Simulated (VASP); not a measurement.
# Si3WC2: single point with PBE

The system is Si3WC2.

```
Si W C
1.0
     2.91757   -4.44906    0.00000
     2.91757    4.44906    0.00000
     0.00000    0.00000    2.90414
Si W C
3 1 2
Direct
  0.00000 0.00000 0.00000
  0.50000 0.00000 0.50000
  0.00000 0.50000 0.50000
  0.50000 0.50000 0.00000
  0.21563 0.78437 0.00000
  0.78437 0.21563 0.00000
```

The cell was generated, and may not be a known phase.

```yaml
Program: VASP 6.6.1
Task: single point
Functional: PBE
Potentials_or_basis: VASP PAW PBE potentials, release 64 (Si, W_sv, C)
Cutoff: 520 eV
k_mesh: 4 × 4 × 6
Occupations: gaussian, width 0.1 eV
Spin: no spin polarisation
```

```yaml
Pressure: -17.5 GPa
Largest_force: 1.728 eV/Å
Band_gap_on_the_k_mesh: zero (bands 17 and 18 overlap by 1.49 eV)
```

Forces on the atoms (eV/Å):
```
Si   0.000  0.000  0.000
Si   0.000  0.000  0.000
Si   0.000  0.000  0.000
W    0.000  0.000  0.000
C    0.000 -1.728  0.000
C    0.000  1.728  0.000
```

Stress tensor (GPa, compression positive):
```
-18.60   0.00   0.00
  0.00 -15.66   0.00
  0.00   0.00 -18.31
```

Levels at points of the mesh, in eV from the Fermi level:
| k point | band 15 | band 16 | band 17 | band 18 | band 19 | band 20 |
| --- | --- | --- | --- | --- | --- | --- |
| (0.00, 0.00, 0.00) | -1.10 | 0.03 | 0.18 | 1.65 | 1.69 | 2.41 |
| (0.50, 0.00, 0.00) | -1.15 | -0.41 | -0.12 | 1.48 | 1.78 | 1.96 |
| (0.50, 0.50, 0.00) | -1.09 | -1.07 | -0.16 | 0.64 | 1.51 | 1.98 |
| (0.00, 0.00, 0.50) | -2.50 | -2.31 | -1.22 | 0.91 | 1.10 | 1.17 |
| (0.50, 0.00, 0.50) | -2.26 | -1.77 | -0.59 | -0.08 | 0.61 | 0.81 |
| (0.50, 0.50, 0.50) | -1.51 | -0.89 | -0.88 | -0.29 | 1.52 | 1.88 |

It took 22 s on 1 thread of Intel(R) Xeon(R) 6975P-C (Granite Rapids) (shared host), peak memory 0.21 GiB.

Caveat: the k points lie up to 0.36 Å⁻¹ apart, too coarse for converged energies and pressures of a metal; spin-orbit coupling is left out, which moves the levels of the heavy elements; forces of over 1 eV/Å act on the atoms, so gaps and moduli don't describe the material at rest.
